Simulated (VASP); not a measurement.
# TiAl3 (P4mm) in VASP: a series of runs

Runs on TiAl3. Level: PBEsol. Tasks: single point.

Program: VASP 6.6.1. These are calculated values, not measurements. Logs are shortened: lines on timing, memory, paths and dates and some standing lists are left out, and cuts for length are marked.

### Step 1. The cell of the first run

Symmetry: P4mm, No. 99, tetragonal system. The conventional cell has a = 3.948 Å, b = 3.948 Å, c = 12.095 Å, α = 90.00°, β = 90.00°, γ = 90.00°. Within 3.7 Å of Ti (site symmetry 4mm) lie 12 Al at 2.79 Å. Within 3.7 Å of Ti (site symmetry 4mm) lie 12 Al at 2.79 Å. Within 3.7 Å of Ti (site symmetry 4mm) lie 12 Al at 2.79 to 2.97 Å. Within 3.7 Å of Al (site symmetry 2mm) lie 8 Al at 2.79 to 2.97 Å and 4 Ti at 2.79 to 2.97 Å. Al (site symmetry 2mm) has 4 Ti at 2.79 Å and 8 Al at 2.79 Å within 3.7 Å. Within 3.7 Å of Al (site symmetry 2mm) lie 8 Al at 2.79 Å and 4 Ti at 2.79 Å. Al (site symmetry 4mm) has 4 Ti at 2.79 Å and 8 Al at 2.79 to 2.97 Å within 3.7 Å. Within 3.7 Å of Al (site symmetry 4mm) lie 4 Ti at 2.79 Å and 8 Al at 2.79 Å.

### Step 2. Single point, PBEsol (the distance across one plane changed)

File INCAR:

```
PREC     = Accurate       # precision mode
ENCUT    = 520            # plane-wave cutoff, eV
EDIFF    = 1E-7           # SCF threshold, eV
ISMEAR   = 0              # smearing method
SIGMA    = 0.15           # smearing width, eV
LREAL    = False          # projectors in reciprocal space
LASPH    = True           # aspherical terms in the spheres
NELM     = 100            # most SCF steps
ALGO     = Fast           # electronic algorithm
ISIF     = 2              # what is computed and relaxed
LWAVE    = False          # write WAVECAR
LCHARG   = False          # write CHGCAR
GGA      = PS             # functional
NBANDS   = 44             # bands
```

File KPOINTS:

```
regular mesh
0
Gamma
  12 12 4
```

File POSCAR:

```
TiAl3
1.0
    0.0000000000     -3.9483448101      0.0000000000
    0.0000000000      0.0000000000     -3.9483448101
   12.0950344302      0.0000000000      0.0000000000
Ti Al
3 9
Direct
    0.0000000000      1.0000000000      0.2448162680
    0.0000000000      1.0000000000      0.5712597215
    0.0000000000      1.0000000000      0.8977031751
    0.5000000000      0.0000000000      0.0815945412
    0.5000000000      0.0000000000      0.4080379948
    0.5000000000      0.0000000000      0.7344814483
    0.0000000000      0.5000000000      0.0815945412
    0.0000000000      0.5000000000      0.4080379948
    0.0000000000      0.5000000000      0.7344814483
    0.5000000000      0.5000000000      0.8977031751
    0.5000000000      0.5000000000      0.2448162680
    0.5000000000      0.5000000000      0.5712597215
```

Potentials or basis: VASP PAW PBE potentials, release 64 (Ti_sv, Al).

The run is started by

```sh
cat potpaw_PBE.64/Ti_sv/POTCAR potpaw_PBE.64/Al/POTCAR > POTCAR
mpirun -np 1 vasp_std > vasp.out
```

OUTCAR:

```text
PREC = Accurate
   ENCUT = 520
   EDIFF = 1E-7
   ISMEAR = 0
   LREAL = False
   LASPH = True
   NELM = 100
   ISIF = 2
   GGA = PS

 ion  position               nearest neighbor table
   1  0.000  0.000  0.245-  11 2.79  11 2.79  11 2.79  11 2.79   8 2.79   5 2.79   5 2.79   8 2.79
                             4 2.79   7 2.79   4 2.79   7 2.79
   2  0.000  0.000  0.571-   5 2.79   8 2.79   8 2.79   5 2.79  12 2.79  12 2.79  12 2.79  12 2.79
                             9 2.79   6 2.79   9 2.79   6 2.79
   3  0.000  0.000  0.898-  10 2.79  10 2.79  10 2.79  10 2.79   9 2.79   6 2.79   6 2.79   9 2.79
                             4 2.97   7 2.97   4 2.97   7 2.97
   4  0.500  0.000  0.082-   7 2.79   7 2.79   7 2.79   7 2.79  11 2.79   1 2.79  11 2.79   1 2.79
                            10 2.97   3 2.97  10 2.97   3 2.97
   5  0.500  0.000  0.408-   2 2.79  12 2.79  12 2.79   2 2.79   8 2.79   8 2.79   8 2.79   8 2.79
                             1 2.79  11 2.79  11 2.79   1 2.79
   6  0.500  0.000  0.734-   9 2.79   9 2.79   9 2.79   9 2.79  10 2.79   3 2.79  10 2.79   3 2.79
                             2 2.79   2 2.79  12 2.79  12 2.79
   7  0.000  0.500  0.082-   4 2.79   4 2.79   4 2.79   4 2.79   1 2.79  11 2.79  11 2.79   1 2.79
                            10 2.97  10 2.97   3 2.97   3 2.97
   8  0.000  0.500  0.408-   2 2.79  12 2.79   2 2.79  12 2.79   5 2.79   5 2.79   5 2.79   5 2.79
                             1 2.79  11 2.79  11 2.79   1 2.79
   9  0.000  0.500  0.734-   6 2.79   6 2.79   6 2.79   6 2.79   3 2.79  10 2.79  10 2.79   3 2.79
                             2 2.79   2 2.79  12 2.79  12 2.79
  10  0.500  0.500  0.898-   3 2.79   3 2.79   3 2.79   3 2.79   6 2.79   9 2.79   9 2.79   6 2.79
                             7 2.97   7 2.97   4 2.97   4 2.97
  11  0.500  0.500  0.245-   1 2.79   1 2.79   1 2.79   1 2.79   5 2.79   8 2.79   8 2.79   5 2.79
                             7 2.79   7 2.79   4 2.79   4 2.79
  12  0.500  0.500  0.571-   5 2.79   8 2.79   5 2.79   8 2.79   2 2.79   2 2.79   2 2.79   2 2.79
                             6 2.79   9 2.79   9 2.79   6 2.79

  LATTYP: Found a simple tetragonal cell.
 ALAT       =     3.9483448101
 C/A-ratio  =     3.0633176716

  Lattice vectors:

 A1 = (   0.0000000000,  -3.9483448101,   0.0000000000)
 A2 = (   0.0000000000,   0.0000000000,  -3.9483448101)
 A3 = (  12.0950344302,   0.0000000000,   0.0000000000)

Analysis of symmetry for initial positions (statically):
=====================================================================
 Subroutine PRICEL returns:
 Original cell was already a primitive cell.

 Routine SETGRP: Setting up the symmetry group for a
 simple tetragonal supercell.

 Subroutine GETGRP returns: Found  8 space group operations
 (whereof  8 operations were pure point group operations)
 out of a pool of 16 trial point group operations.

The static configuration has the point symmetry C_4v.

Analysis of symmetry for dynamics (positions and initial velocities):
=====================================================================
 Subroutine PRICEL returns:
 Original cell was already a primitive cell.

 Routine SETGRP: Setting up the symmetry group for a
 simple tetragonal supercell.

 Subroutine GETGRP returns: Found  8 space group operations
 (whereof  8 operations were pure point group operations)
 out of a pool of 16 trial point group operations.

The dynamic configuration has the point symmetry C_4v.

 Subroutine INISYM returns: Found  8 space group operations
 (whereof  8 operations are pure point group operations),
 and found     1 'primitive' translations

----------------------------------------------------------------------------------------

                                     Primitive cell

  volume of cell :     188.5547

  direct lattice vectors                    reciprocal lattice vectors
     0.000000000 -3.948344810  0.000000000     0.000000000 -0.253270686  0.000000000
     0.000000000  0.000000000 -3.948344810     0.000000000  0.000000000 -0.253270686
    12.095034430  0.000000000  0.000000000     0.082678558  0.000000000  0.000000000

  length of vectors
     3.948344810  3.948344810 12.095034430     0.253270686  0.253270686  0.082678558

  position of ions in fractional coordinates (direct lattice)
     0.000000000  0.000000000  0.244816268
     0.000000000  0.000000000  0.571259721
     0.000000000  0.000000000  0.897703175
     0.500000000  0.000000000  0.081594541
     0.500000000  0.000000000  0.408037995
     0.500000000  0.000000000  0.734481448
[... 38 lines left out ...]
     0.021105891  0.021105891  0.020669639

  Shift w.r.t. Gamma in fractional coordinates (k-lattice)
     0.000000000  0.000000000  0.000000000

 Subroutine IBZKPT returns following result:
 ===========================================

 Found     84 irreducible k-points:

 Following reciprocal coordinates:
            Coordinates               Weight
  0.000000  0.000000  0.000000      1.000000
  0.083333  0.000000  0.000000      4.000000
  0.166667  0.000000  0.000000      4.000000
  0.250000  0.000000  0.000000      4.000000
  0.333333  0.000000  0.000000      4.000000
  0.416667  0.000000  0.000000      4.000000
[... 16 lines left out ...]
  0.333333  0.333333  0.000000      4.000000
  0.416667  0.333333  0.000000      8.000000
 [... further k-points ...]
   k-points           NKPTS =     84   k-points in BZ     NKDIM =     84   number of bands    NBANDS=     44
   number of dos      NEDOS =    301   number of ions     NIONS =     12
   total plane-waves  NPLWV =  81000
   dimension x,y,z NGX =    30 NGY =   30 NGZ =   90
   dimension x,y,z NGXF=    60 NGYF=   60 NGZF=  180
   ions per type =               3   9
   NGX,Y,Z   is equivalent  to a cutoff of  12.63, 12.63, 12.37 a.u.
   NGXF,Y,Z  is equivalent  to a cutoff of  25.26, 25.26, 24.74 a.u.
 SYSTEM =  unknown system
   PREC   = accura    normal or accurate (medium, high low for compatibility)
   ISTART =      0    job   : 0-new  1-cont  2-samecut
   ICHARG =      2    charge: 1-file 2-atom 10-const
   ISPIN  =      1    spin polarized calculation?
   LNONCOLLINEAR =      F non collinear calculations
   LSORBIT =      F    spin-orbit coupling
   LASPH  =      T    aspherical Exc in radial PAW
   ENCUT  =  520.0 eV  38.22 Ry    6.18 a.u.   7.34  7.34 22.49*2*pi/ulx,y,z
   NELM   =    100;   NELMIN=  2; NELMDL= -5     # of ELM steps
   EDIFF  = 0.1E-06   stopping-criterion for ELM
   LREAL  =      F    real-space projection
   EDIFFG = 0.1E-05   stopping-criterion for IOM
   NSW    =      0    number of steps for IOM
   IBRION =     -1    ionic relax: 0-MD 1-quasi-New 2-CG
   NFREE  =      0    steps in history (QN), initial steepest desc. (CG)
   ISIF   =      2    stress and relaxation
   ISYM   =      2    0-nonsym 1-usesym 2-fastsym
   POTIM  = 0.5000    time-step for ionic-motion
   TEBEG  =    0.0;   TEEND  =   0.0 temperature during run
   PSTRESS=    0.0 pullay stress
   NELECT =      63.0000    total number of electrons
   NUPDOWN=      -1.0000    fix difference up-down
   EMIN   =  10.00;   EMAX   =-10.00  energy-range for DOS
   EFERMI =   0.00;   METHOD = LEGACY
   ISMEAR =     0;   SIGMA  =   0.15  broadening in eV -4-tet -1-fermi 0-gaus
   EFERMI_NEDOS =   21; number of points for ismear=-14 and -15
   IALGO  =     68    algorithm
   IMIX   =      4    mixing-type and parameters
     AMIX     =   0.40;   BMIX     =  1.00
     AMIX_MAG =   1.60;   BMIX_MAG =  1.00
  volume/ion in A,a.u.               =      15.71       106.04
  Fermi-wavevector in a.u.,A,eV,Ry     =   1.135994  2.146717 17.558070  1.290482
  Thomas-Fermi vector in A             =   2.272699
   LORBIT       =      0    0 simple, 1 ext, 2 COOP (PROOUT), +10 PAW based schemes
   GGA     = PS    functional components
   LHFCALC =     F    Hartree Fock is set to
   AEXX    =    0.0000 exact exchange contribution
   IVDW    =     0    specifies the selected vdW correction
   LEPSILON=     F    determine dielectric tensor
   LRPA    =     F    only Hartree local field effects (RPA)
 non-spin polarized calculation
 RMM-DIIS sequential band-by-band and
 Gauss-broadening in eV      SIGMA  =   0.15
  energy-cutoff  :      520.00
  volume of cell :      188.55
 maximum number of plane-waves:      5141
 NGX is ok and might be reduce to    30
   NGX = 15   NGY = 15   NGZ = 45

 number of electron      62.9999991 magnetization

 Free energy of the ion-electron system (eV)
  ---------------------------------------------------
  ext. energy  EPLUGINS =         0.00000000
  ---------------------------------------------------
  free energy    TOTEN  =       -66.19550875 eV

  energy without entropy =      -66.11159820  energy(sigma->0) =      -66.15355347

 E-fermi :   8.8716     XC(G=0): -10.8499

 val. band max:        8.8619175039   @ k =   0.2500   0.0833   0.5000
 cond. band min:       8.8728239015   @ k =   0.0833   0.0000   0.0000
 fundamental gap:      0.0109063976
 Fermi energy:         8.8716181497

 k-point     1 :       0.0000    0.0000    0.0000
  band No.  band energies     occupation
      1     -47.9358      2.00000
      2     -47.8434      2.00000
      3     -47.8397      2.00000
      4     -24.3597      2.00000
      5     -24.3175      2.00000
      6     -24.3175      2.00000
[... 1093 lines left out ...]
     42      10.6134      0.00000
     43      11.3988      0.00000

 [... further k-points ...]

 [bands above 43 left out]

------------------------ aborting loop because EDIFF is reached ----------------------------------------

  FORCE on cell =-STRESS in cart. coord.  units (eV):
  Direction    XX          YY          ZZ          XY          YZ          ZX
  --------------------------------------------------------------------------------------
  -------------------------------------------------------------------------------------
  Total       -3.6492094     -1.1064724     -1.1064724      0.0000000      0.0000000     -0.0000000
  in kB      -31.0078826     -9.4018633     -9.4018633      0.0000000      0.0000000     -0.0000000
  external PRESSURE =     -16.6038697 kB  Pullay stress =       0.0000000 kB

 VOLUME and BASIS-vectors are now :
 -----------------------------------------------------------------------------
  energy-cutoff  :      520.00
  volume of cell :      188.55
      direct lattice vectors                 reciprocal lattice vectors
     0.000000000 -3.948344810  0.000000000     0.000000000 -0.253270686  0.000000000
     0.000000000  0.000000000 -3.948344810     0.000000000  0.000000000 -0.253270686
    12.095034430  0.000000000  0.000000000     0.082678558  0.000000000  0.000000000

 POSITION                                       TOTAL-FORCE (eV/Angst)
 -----------------------------------------------------------------------------------
      2.96106      0.00000      0.00000         0.098985      0.000000      0.000000
      6.90941      0.00000      0.00000        -0.001434      0.000000      0.000000
     10.85775      0.00000      0.00000         0.644778      0.000000      0.000000
      0.98689     -1.97417      0.00000        -0.710586      0.000000      0.000000
      4.93523     -1.97417      0.00000        -0.003240      0.000000      0.000000
      8.88358     -1.97417      0.00000         0.072595      0.000000      0.000000
      0.98689      0.00000     -1.97417        -0.710586      0.000000      0.000000
      4.93523      0.00000     -1.97417        -0.003240      0.000000      0.000000
      8.88358      0.00000     -1.97417         0.072595      0.000000      0.000000
     10.85775     -1.97417     -1.97417         0.656168      0.000000      0.000000
      2.96106     -1.97417     -1.97417        -0.116423     -0.000000     -0.000000
      6.90941     -1.97417     -1.97417         0.000390     -0.000000     -0.000000
 -----------------------------------------------------------------------------------
    total drift:                                0.000089     -0.000000     -0.000000

  FREE ENERGIE OF THE ION-ELECTRON SYSTEM (eV)
  ---------------------------------------------------
  free  energy   TOTEN  =       -66.1955087464 eV

  energy  without entropy=      -66.1115981968  energy(sigma->0) =      -66.15355347
```

Wall time 27 min (1 thread of Intel Xeon 6975P-C (Granite Rapids), shared host); peak memory 0.64 GiB.

What came out:

```
Free energy            : -66.1955 eV
Pressure               : -1.7 GPa
Largest force          : 0.711 eV/Å
Band gap on the k mesh : zero (an odd number of electrons rules out a gap without spin polarisation)
```

Forces on the atoms (eV/Å):
```
Ti   0.099  0.000  0.000
Ti  -0.001  0.000  0.000
Ti   0.645  0.000  0.000
Al  -0.711  0.000  0.000
Al  -0.003  0.000  0.000
Al   0.073  0.000  0.000
Al  -0.711  0.000  0.000
Al  -0.003  0.000  0.000
Al   0.073  0.000  0.000
Al   0.656  0.000  0.000
Al  -0.116  0.000  0.000
Al   0.000  0.000  0.000
```

Caveat: the cell differs from its parent crystal (the distance across one plane changed); the PAW data sets were made with another functional, which shifts forces and pressure a little.

### Step 3. Single point, PBEsol (the distance across one plane changed)

File INCAR:

```
SYSTEM = TiAl3
  PREC = Accurate
  ENCUT = 520
  EDIFF = 1E-6
  ISMEAR = 0
  SIGMA = 0.15
  LREAL = .FALSE.
  LASPH = .TRUE.
  NELM = 100
  ALGO = Fast
  ISIF = 2
  LWAVE = .FALSE.
  LCHARG = .FALSE.
  GGA = PS
  NBANDS = 44
```

File KPOINTS:

```
regular mesh
0
G
  12 12 4
  0 0 0
```

File POSCAR:

```
TiAl3
1.0
    0.0000000000     -3.9483448101      0.0000000000
    0.0000000000      0.0000000000     -3.9483448101
   12.3450344302      0.0000000000      0.0000000000
Ti Al
3 9
Direct
    0.0000000000      1.0000000000      0.2398584797
    0.0000000000      1.0000000000      0.5596911081
    0.0000000000      1.0000000000      0.8795237366
    0.5000000000      0.0000000000      0.0799421655
    0.5000000000      0.0000000000      0.3997747939
    0.5000000000      0.0000000000      0.7196074224
    0.0000000000      0.5000000000      0.0799421655
    0.0000000000      0.5000000000      0.3997747939
    0.0000000000      0.5000000000      0.7196074224
    0.5000000000      0.5000000000      0.8795237366
    0.5000000000      0.5000000000      0.2398584797
    0.5000000000      0.5000000000      0.5596911081
```

Potentials or basis: VASP PAW PBE potentials, release 64 (Ti_sv, Al).

The run is started by

```sh
cat potpaw_PBE.64/Ti_sv/POTCAR potpaw_PBE.64/Al/POTCAR > POTCAR
mpirun -np 1 vasp_std > vasp.out
```

Run time: 22 min. Hardware: 1 thread of Intel Xeon 6975P-C (Granite Rapids), shared host; peak memory 0.65 GiB.

It converged, with:

* Free energy: -65.7450 eV
* Pressure: -2.7 GPa
* Largest force: 1.024 eV/Å
* Band gap on the k mesh: zero (an odd number of electrons rules out a gap without spin polarisation)

Forces on the atoms (eV/Å):
```
Ti   0.231  0.000  0.000
Ti   0.007  0.000  0.000
Ti   0.796  0.000  0.000
Al  -1.024  0.000  0.000
Al  -0.017  0.000  0.000
Al   0.145  0.000  0.000
Al  -1.024  0.000  0.000
Al  -0.017  0.000  0.000
Al   0.145  0.000  0.000
Al   0.966  0.000  0.000
Al  -0.207  0.000  0.000
Al   0.000  0.000  0.000
```

Stress tensor (GPa, compression positive):
```
-4.79  0.00  0.00
 0.00 -1.60  0.00
 0.00  0.00 -1.60
```

Levels at points of the mesh, in eV from the Fermi level:
```
           k point  band 30  band 31  band 32  band 33  band 34  band 35
(0.00, 0.00, 0.00)    -0.21     0.19     0.19     0.20     0.34     0.43
(0.50, 0.00, 0.00)     0.03     0.37     0.40     0.59     0.72     0.74
(0.50, 0.50, 0.00)    -2.61    -1.26    -1.26     0.40     0.75     0.80
(0.00, 0.00, 0.50)     0.21     0.24     0.24     0.31     0.35     0.35
(0.50, 0.00, 0.50)    -0.10    -0.08     0.46     0.64     0.79     0.82
(0.50, 0.50, 0.50)    -1.72    -1.72    -1.59    -1.23     0.15     0.89
```

Caveat: the cell differs from its parent crystal (the distance across one plane changed); the PAW data sets were made with another functional, which shifts forces and pressure a little.

### Step 4. Single point, PBEsol (the distance across one plane changed)

File INCAR:

```
SYSTEM = TiAl3
  ALGO = Normal
  EDIFF = 1E-6
  ENCUT = 500
  GGA = PS
  GGA_COMPAT = .FALSE.
  ISIF = 2
  ISMEAR = 0
  LASPH = .TRUE.
  LCHARG = .FALSE.
  LREAL = .FALSE.
  LWAVE = .FALSE.
  NBANDS = 44
  NELM = 120
  PREC = Accurate
  SIGMA = 0.15
```

File KPOINTS:

```
k-points
0
G
  12 12 4
  0 0 0
```

File POSCAR:

```
TiAl3
1.0
    0.0000000000     -3.9483448101      0.0000000000
    0.0000000000      0.0000000000     -3.9483448101
   12.5950344303      0.0000000000      0.0000000000
Ti Al
3 9
Direct
    0.0000000000      1.0000000000      0.2350975066
    0.0000000000      1.0000000000      0.5485817477
    0.0000000000      1.0000000000      0.8620659888
    0.5000000000      0.0000000000      0.0783553861
    0.5000000000      0.0000000000      0.3918396272
    0.5000000000      0.0000000000      0.7053238683
    0.0000000000      0.5000000000      0.0783553861
    0.0000000000      0.5000000000      0.3918396272
    0.0000000000      0.5000000000      0.7053238683
    0.5000000000      0.5000000000      0.8620659888
    0.5000000000      0.5000000000      0.2350975066
    0.5000000000      0.5000000000      0.5485817477
```

The run is started by

```sh
cat potpaw_PBE.64/Ti_sv/POTCAR potpaw_PBE.64/Al/POTCAR > POTCAR
mpirun -np 1 vasp_std > vasp.out
```

Run time: 7.3 min. Hardware: 1 thread of Intel Xeon 6975P-C (Granite Rapids), shared host; peak memory 0.62 GiB.

Results (log left out):

| Item | Value |
| --- | --- |
| Free energy | -65.2174 eV |
| Pressure | -3.0 GPa |
| Largest force | 1.076 eV/Å |
| Band gap on the k mesh | zero (an odd number of electrons rules out a gap without spin polarisation) |

Forces in eV/Å, atoms in the order of the input:
```
Ti   0.319  0.000  0.000
Ti   0.014  0.000  0.000
Ti   0.707  0.000  0.000
Al  -1.076  0.000  0.000
Al  -0.029  0.000  0.000
Al   0.196  0.000  0.000
Al  -1.076  0.000  0.000
Al  -0.029  0.000  0.000
Al   0.196  0.000  0.000
Al   1.046  0.000  0.000
Al  -0.266  0.000  0.000
Al  -0.001  0.000  0.000
```

Stress tensor (GPa, compression positive):
```
-5.02  0.00  0.00
 0.00 -1.94  0.00
 0.00  0.00 -1.94
```

Levels at points of the mesh, in eV from the Fermi level:
| k point | band 27 | band 28 | band 29 | band 30 | band 31 | band 32 | band 33 | band 34 | band 35 | band 36 |
| --- | --- | --- | --- | --- | --- | --- | --- | --- | --- | --- |
| (0.00, 0.00, 0.00) | -1.51 | -1.51 | -0.61 | -0.20 | 0.21 | 0.22 | 0.22 | 0.35 | 0.48 | 0.52 |
| (0.50, 0.00, 0.00) | -1.18 | -1.06 | -0.63 | -0.08 | 0.05 | 0.36 | 0.60 | 0.73 | 0.80 | 0.93 |
| (0.50, 0.50, 0.00) | -2.87 | -2.87 | -2.41 | -2.41 | -1.17 | -1.17 | 0.31 | 0.76 | 0.81 | 1.00 |
| (0.00, 0.00, 0.50) | -1.51 | -1.51 | -1.14 | 0.22 | 0.26 | 0.26 | 0.34 | 0.42 | 0.42 | 0.48 |
| (0.50, 0.00, 0.50) | -1.10 | -1.09 | -0.47 | -0.18 | 0.05 | 0.42 | 0.51 | 0.74 | 0.83 | 0.95 |
| (0.50, 0.50, 0.50) | -3.17 | -1.82 | -1.82 | -1.68 | -1.53 | -1.53 | -1.09 | 0.19 | 0.90 | 1.05 |

Caveat: the cell differs from its parent crystal (the distance across one plane changed); the PAW data sets were made with another functional, which shifts forces and pressure a little.

(Part 1 of 2 ends here.)
